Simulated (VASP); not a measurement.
# YI (P-3m1) in VASP: further runs, part 2 of 2

VASP 6.6.1. The steps go on from the part before.

**4. Single point, LDA, collinear spin (45.05 Å³/atom)**

This run uses another cell than the first one, of 45.05 Å³/atom.

Input file INCAR:

```
ALGO = Normal ; EDIFF = 1E-6
ENCUT = 520 ; ISIF = 2
ISMEAR = -1 ; ISPIN = 2
LASPH = T ; LCHARG = T
LELF = T ; LMAXMIX = 4
LORBIT = 11 ; LREAL = F
LVHAR = T ; LWAVE = F
MAGMOM = 0.6 0.6 0 0 ; NBANDS = 30
NELM = 150 ; PREC = Accurate
SIGMA = 0.05
```

Input file KPOINTS:

```
k-points
0
Gamma
  7 7 3
```

Input file POSCAR:

```
YI
1.0
    4.2038492193      0.0000000000      0.0000000000
   -2.1019246096      3.6406402176      0.0000000000
    0.0000000000      0.0000000000     11.7737001134
Y I
2 2
Direct
    0.6666666667      0.3333333333      0.6267270000
    0.3333333333      0.6666666667      0.3732730000
    0.3333333333      0.6666666667      0.8199750000
    0.6666666667      0.3333333333      0.1800250000
```

Potentials or basis: VASP PAW LDA potentials, release 64 (Y_sv, I).

Started as:

```bash
cat potpaw_LDA.64/Y_sv/POTCAR potpaw_LDA.64/I/POTCAR > POTCAR
mpirun -np 1 vasp_std > vasp.out
```

OUTCAR:

```text
EDIFF = 1E-6
   ENCUT = 520
   ISIF = 2
   ISMEAR = -1
   ISPIN = 2
   LASPH = T
   LORBIT = 11
   LREAL = F
   NELM = 150
   PREC = Accurate

 ion  position               nearest neighbor table
   1  0.667  0.333  0.627-   3 3.33   3 3.33   3 3.33   2 3.85   2 3.85   2 3.85
   2  0.333  0.667  0.373-   4 3.33   4 3.33   4 3.33   1 3.85   1 3.85   1 3.85
   3  0.333  0.667  0.820-   1 3.33   1 3.33   1 3.33
   4  0.667  0.333  0.180-   2 3.33   2 3.33   2 3.33

  LATTYP: Found a hexagonal cell.
 ALAT       =     4.2038492193
 C/A-ratio  =     2.8006951485

  Lattice vectors:

 A1 = (   4.2038492193,   0.0000000000,   0.0000000000)
 A2 = (  -2.1019246096,   3.6406402176,   0.0000000000)
 A3 = (   0.0000000000,   0.0000000000,  11.7737001134)

Analysis of symmetry for initial positions (statically):
=====================================================================
 Subroutine PRICEL returns:
 Original cell was already a primitive cell.

 Routine SETGRP: Setting up the symmetry group for a
 hexagonal supercell.

 Subroutine GETGRP returns: Found 12 space group operations
 (whereof 12 operations were pure point group operations)
 out of a pool of 24 trial point group operations.

The static configuration has the point symmetry D_3d.

Analysis of symmetry for dynamics (positions and initial velocities):
=====================================================================
 Subroutine PRICEL returns:
 Original cell was already a primitive cell.

 Routine SETGRP: Setting up the symmetry group for a
 hexagonal supercell.

 Subroutine GETGRP returns: Found 12 space group operations
 (whereof 12 operations were pure point group operations)
 out of a pool of 24 trial point group operations.

The dynamic configuration has the point symmetry D_3d.

[... 156 lines left out ...]

  energy without entropy =      -20.29519795  energy(sigma->0) =      -20.31353067

 E-fermi :   2.3555     XC(G=0):  -8.1723

 val. band max:        2.3488343152   @ k =   0.4286  -0.0000   0.3333
 cond. band min:       2.3722220937   @ k =   0.1429  -0.0000   0.0000
 fundamental gap:      0.0233877785
 Fermi energy:         2.3554720421

 spin component 1

 k-point     1 :       0.0000    0.0000    0.0000
  band No.  band energies     occupation
      1     -41.2277      1.00000
      2     -41.2157      1.00000
      3     -21.3030      1.00000
      4     -21.2605      1.00000
      5     -21.2605      1.00000
      6     -21.2356      1.00000
[... 649 lines left out ...]
     29       6.6463      0.00000
     30       7.0565      0.00000
 Fermi energy:         2.3554720421

 spin component 2

 k-point     1 :       0.0000    0.0000    0.0000
  band No.  band energies     occupation
      1     -41.1130      1.00000
      2     -41.1013      1.00000
      3     -21.1520      1.00000
      4     -21.1263      1.00000
      5     -21.1263      1.00000
      6     -21.1022      1.00000
[... 649 lines left out ...]
     29       6.8055      0.00000
     30       7.2451      0.00000

------------------------ aborting loop because EDIFF is reached ----------------------------------------

  FORCE on cell =-STRESS in cart. coord.  units (eV):
  Direction    XX          YY          ZZ          XY          YZ          ZX
  --------------------------------------------------------------------------------------
  -------------------------------------------------------------------------------------
  Total       -6.9747193     -6.9747193     -7.9730220     -0.0000000      0.0000000     -0.0000000
  in kB      -62.0153866    -62.0153866    -70.8917479     -0.0000000      0.0000000     -0.0000000
  external PRESSURE =     -64.9741737 kB  Pullay stress =       0.0000000 kB

 VOLUME and BASIS-vectors are now :
 -----------------------------------------------------------------------------
  energy-cutoff  :      520.00
  volume of cell :      180.19
      direct lattice vectors                 reciprocal lattice vectors
     4.203849219  0.000000000  0.000000000     0.237877228  0.137338482  0.000000000
    -2.101924610  3.640640218  0.000000000     0.000000000  0.274676963  0.000000000
     0.000000000  0.000000000 11.773700113     0.000000000  0.000000000  0.084935066

 POSITION                                       TOTAL-FORCE (eV/Angst)
 -----------------------------------------------------------------------------------
      2.10192      1.21355      7.37890        -0.000000      0.000000      0.414920
     -0.00000      2.42709      4.39480        -0.000000      0.000000     -0.414920
     -0.00000      2.42709      9.65414         0.000000     -0.000000     -1.106722
      2.10192      1.21355      2.11956        -0.000000      0.000000      1.106722
 -----------------------------------------------------------------------------------
    total drift:                                0.000000     -0.000000     -0.000000

  FREE ENERGIE OF THE ION-ELECTRON SYSTEM (eV)
  ---------------------------------------------------
  free  energy   TOTEN  =       -20.3318633855 eV

  energy  without entropy=      -20.2951979494  energy(sigma->0) =      -20.31353067

 total charge

# of ion       s       p       d       f       tot
--------------------------------------------------
    1        2.204   6.163   0.756   0.010   9.133
    2        2.204   6.163   0.756   0.010   9.133
    3        1.514   2.757   0.013   0.000   4.283
    4        1.514   2.757   0.013   0.000   4.283
--------------------------------------------------
tot          7.436  17.839   1.538   0.020  26.834

 magnetization (x)

# of ion       s       p       d       f       tot
--------------------------------------------------
    1        0.008   0.033   0.230   0.001   0.272
    2        0.008   0.033   0.230   0.001   0.272
    3       -0.000   0.004   0.001   0.000   0.005
    4       -0.000   0.004   0.001   0.000   0.005
--------------------------------------------------
tot          0.017   0.073   0.463   0.002   0.555
```

OSZICAR:

```text
N       E                     dE             d eps       ncg     rms          rms(c)
DAV:   1     0.189048356327E+03    0.18905E+03   -0.15420E+04  2416   0.102E+03
DAV:   2    -0.219624506290E+01   -0.19124E+03   -0.18388E+03  2934   0.240E+02
DAV:   3    -0.199209586236E+02   -0.17725E+02   -0.17493E+02  3904   0.522E+01
DAV:   4    -0.213694220453E+02   -0.14485E+01   -0.14349E+01  3740   0.135E+01
DAV:   5    -0.214031472345E+02   -0.33725E-01   -0.33705E-01  3432   0.212E+00    0.268E+01
DAV:   6    -0.205443628218E+02    0.85878E+00   -0.10253E+00  3198   0.418E+00    0.177E+01
DAV:   7    -0.203355149868E+02    0.20885E+00   -0.14404E+00  3044   0.441E+00    0.446E+00
DAV:   8    -0.203484073452E+02   -0.12892E-01   -0.17237E-01  3178   0.161E+00    0.165E+00
DAV:   9    -0.203329219177E+02    0.15485E-01   -0.48779E-02  2846   0.925E-01    0.787E-01
DAV:  10    -0.203319922536E+02    0.92966E-03   -0.88374E-03  3472   0.383E-01    0.294E-01
DAV:  11    -0.203318661107E+02    0.12614E-03   -0.57170E-04  3318   0.108E-01    0.155E-01
DAV:  12    -0.203318669283E+02   -0.81755E-06   -0.98879E-05  2768   0.520E-02    0.645E-02
DAV:  13    -0.203318630490E+02    0.38792E-05   -0.22761E-05  3258   0.248E-02    0.196E-02
DAV:  14    -0.203318633855E+02   -0.33647E-06   -0.59544E-06  2856   0.933E-03
   1 F= -.20331863E+02 E0= -.20313531E+02  d E =-.366654E-01  mag=     1.0150
```

It took 88 s on 1 thread of Intel Xeon 6975P-C (Granite Rapids), shared host; peak memory 0.35 GiB.

What came out:

```
Free energy                                           : -20.3319 eV
Pressure                                              : -6.5 GPa
Largest force                                         : 1.107 eV/Å
Net moment                                            : 1.02 μB per cell
Site moments                                          : Y +0.27; I +0.01 μB
Valence electrons inside the program's atomic spheres : Y 9.13; I 4.28
```

Forces in eV/Å, atoms in the order of the input:
```
Y    0.000  0.000  0.415
Y    0.000  0.000 -0.415
I    0.000  0.000 -1.107
I    0.000  0.000  1.107
```

Stress tensor (GPa, compression positive):
```
-6.20  0.00  0.00
 0.00 -6.20  0.00
 0.00  0.00 -7.09
```

Caveat: the cell stands under tension; spin-orbit coupling is left out, which moves the levels of the heavy elements; forces of over 1 eV/Å act on the atoms, so gaps and moduli don't describe the material at rest.

**5. The runs side by side**

| cell | gap on the mesh (eV) | pressure (GPa) | moment (μB) | largest force (eV/Å) |
| --- | --- | --- | --- | --- |
| a = 4.034, b = 4.034, c = 11.297 Å, angles 90.0, 90.0, 120.0°, 4 atoms | none | -4.6 | 0.94 | 0.65 |
| a = 4.108, b = 4.108, c = 11.506 Å, angles 90.0, 90.0, 120.0°, 4 atoms | none | -5.6 | 0.98 | 0.88 |
| a = 4.204, b = 4.204, c = 11.774 Å, angles 90.0, 90.0, 120.0°, 4 atoms | none | -6.5 | 1.02 | 1.11 |

Alike in all rows: task single point; level LDA; potentials or basis VASP PAW LDA potentials, release 64 (Y_sv, I); spin collinear; k mesh 7 × 7 × 3; cutoff (eV) 520; smearing fermi-dirac 0.05 eV.

Caveats: the cell stands under tension; spin-orbit coupling is left out, which moves the levels of the heavy elements; forces of over 1 eV/Å act on the atoms, so gaps and moduli don't describe the material at rest (at least some runs).

Absolute energies hang on the potentials; compare differences alone.
